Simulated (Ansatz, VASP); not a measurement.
## GaP: VASP beside Ansatz

INCAR

```
PREC = Accurate ; ENCUT = 500
EDIFF = 1E-6 ; ISMEAR = 0
SIGMA = 0.05 ; LREAL = F
LASPH = T ; NELM = 120
ALGO = Normal ; ISIF = 2
LWAVE = F ; LCHARG = F
GGA = PE ; NBANDS = 26
GGA_COMPAT = F
```

File KPOINTS:

```
regular mesh
0
Gamma
  9 9 9
```

POSCAR

```
GaP
1.0
    1.8695658718      1.0793943593      6.9179739732
   -1.8695658718      1.0793943593      6.9179739732
    0.0000000000     -2.1587887187      6.9179739732
Ga P
2 2
Direct
    0.4355841032      0.4355841032      0.4355841032
    0.5644158968      0.5644158968      0.5644158968
    0.0575077006      0.0575077006      0.0575077006
    0.9424922994      0.9424922994      0.9424922994
```

Input for Ansatz:

```yaml
crystal:
  lattice:
    - [1.8695658718, 1.0793943593, 6.9179739732]
    - [-1.8695658718, 1.0793943593, 6.9179739732]
    - [0.0, -2.1587887187, 6.9179739732]
  atoms:
    - { symbol: Ga, position: [0.4355841032, 0.4355841032, 0.4355841032] }
    - { symbol: Ga, position: [0.5644158968, 0.5644158968, 0.5644158968] }
    - { symbol: P, position: [0.0575077006, 0.0575077006, 0.0575077006] }
    - { symbol: P, position: [0.9424922994, 0.9424922994, 0.9424922994] }
basis:
  ecutwfc: 420
kpoints:
  mp_grid: { grid: [9, 9, 9] }
hamiltonian:
  xc: pbe
  pseudopotentials: { kind: paw, azcp: { folder: soft_1 } }
scf:
  occupations: { method: gaussian, width: 0.05 }
output:
  forces: true
  stress: true
  eigenvalues: true
```

Change from the starting cell: strain +e along x and -e along y +0.0000, strain +e along z and -e/2 along x and y +0.0750.

Alike in both runs: task single point; functional PBE; k mesh 9 × 9 × 9; occupations gaussian, width 0.05 eV; no spin polarisation.

|  | VASP | Ansatz |
| --- | --- | --- |
| version | VASP 6.6.1 | Ansatz 0.2.0 |
| potentials or method | VASP PAW PBE potentials, release 64 (Ga_d, P), cutoff 500 eV | scalar-relativistic, plane waves, PAW |
| valence electrons in the cell | 36 | 36 |

Ansatz gave:

```
gap on the k mesh at the Fermi level (eV)                     : 0.07
least direct gap on the mesh (eV)                             : 0.07
pressure (GPa)                                                : 0.8
traceless stress, the component that is largest in VASP (GPa) : -11.88
rms of the force components (eV/Å)                            : 0.375
```

Question: What did VASP give for the same quantities?

Answer: gap on the k mesh at the Fermi level (eV): 0.07; least direct gap on the mesh (eV): 0.07; pressure (GPa): 0.8; traceless stress, the component that is largest in VASP (GPa): -11.91; rms of the force components (eV/Å): 0.380.

Atom by atom the forces differ by 0.008 eV/Å (rms over components). The functional is the same, so the differences come from potentials, cutoffs and numerics.
